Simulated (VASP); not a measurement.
Here is a VASP 6.6.1 calculation.

File INCAR:

```
ALGO = Normal
EDIFF = 1E-8
ENCUT = 520
ISIF = 2
ISMEAR = -1
LASPH = True
LCHARG = False
LEFG = True
LREAL = False
LWAVE = False
NBANDS = 11
NELM = 80
PREC = Accurate
SIGMA = 0.05
```

KPOINTS

```
k-points
0
Gamma
  15 15 15
```

Contents of POSCAR:

```
BP
1.0
    0.0000000000      2.3370700000      2.2690000000
    2.3370700000      0.0000000000      2.2690000000
    2.3370700000      2.3370700000      0.0000000000
B P
1 1
Direct
    0.0000000000      0.0000000000      0.0000000000
    0.7500000000      0.7500000000      0.7500000000
```

Potentials or basis: VASP PAW LDA potentials, release 64 (B, P).

Run with:

```console
$ cat potpaw_LDA.64/B/POTCAR potpaw_LDA.64/P/POTCAR > POTCAR
$ mpirun -np 1 vasp_std > vasp.out
```

(1) Estimate the band gap on the k mesh.

(2) Estimate the pressure.

Answers

(1) 0.83 eV, indirect (least direct gap 3.01 eV).

(2) -13.5 GPa.

Caveat: the cell differs from its parent crystal (equal xx and yy strain of +3 %); without QUAD_EFG the Cq values of the log hold for a quadrupole moment of 1 mb, not for the nuclei.
